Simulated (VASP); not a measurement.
Set up this calculation in VASP 6.6.1, as the native input.

```yaml
Task: single point
Functional: PBEsol
Potentials_or_basis: VASP PAW PBE potentials, release 64 (Zn)
Cutoff: 520 eV
k_mesh: 16 × 8 × 1
Occupations: fermi-dirac, width 0.05 eV
Spin: no spin polarisation
Dipole_correction: yes
Further_INCAR_settings: ALGO = Normal; EDIFF = 1e-06; NBANDS = 45
```

The structure of Zn lies in POSCAR:

```
Zn
1.0
    2.5897393325      0.0000000000      0.0000000000
    0.0000000000      4.9158409014      0.0000000000
    0.0000000000      0.0000000000     21.2332000000
Zn
6
Direct
    0.7500000000      0.7500000000      0.3876758600
    0.2500000000      0.2500000000      0.3874639479
    0.2500000000      0.7500000000      0.5000812738
    0.7500000000      0.2500000000      0.4999186056
    0.7500000000      0.7500000000      0.6125361142
    0.2500000000      0.2500000000      0.6123241984
```

One way to write it, as run:

INCAR

```
  PREC = Accurate
  ENCUT = 520
  EDIFF = 1E-6
  ISMEAR = -1
  SIGMA = 0.05
  LREAL = F
  LASPH = T
  NELM = 80
  ALGO = Normal
  ISIF = 2
  LWAVE = F
  LCHARG = F
  LDIPOL = T
  IDIPOL = 3
  DIPOL = 0.5 0.5 0.500
  GGA = PS
  NBANDS = 45
```

KPOINTS

```
regular mesh
0
Gamma
  16 8 1
```

Potentials or basis: VASP PAW PBE potentials, release 64 (Zn).

The run is started by

```sh
$ cat potpaw_PBE.64/Zn/POTCAR > POTCAR
$ mpirun -np 1 vasp_std > vasp.out
```

It gave:

```
Largest force          : 0.017 eV/Å
Band gap on the k mesh : zero (bands 36 and 37 overlap by 2.44 eV)
```

Caveat: the PAW data sets were made with another functional, which shifts forces and pressure a little.

Wall time 7.4 min on 1 thread of Intel(R) Xeon(R) 6975P-C (Granite Rapids), with other jobs on the host, peak memory 0.58 GiB.
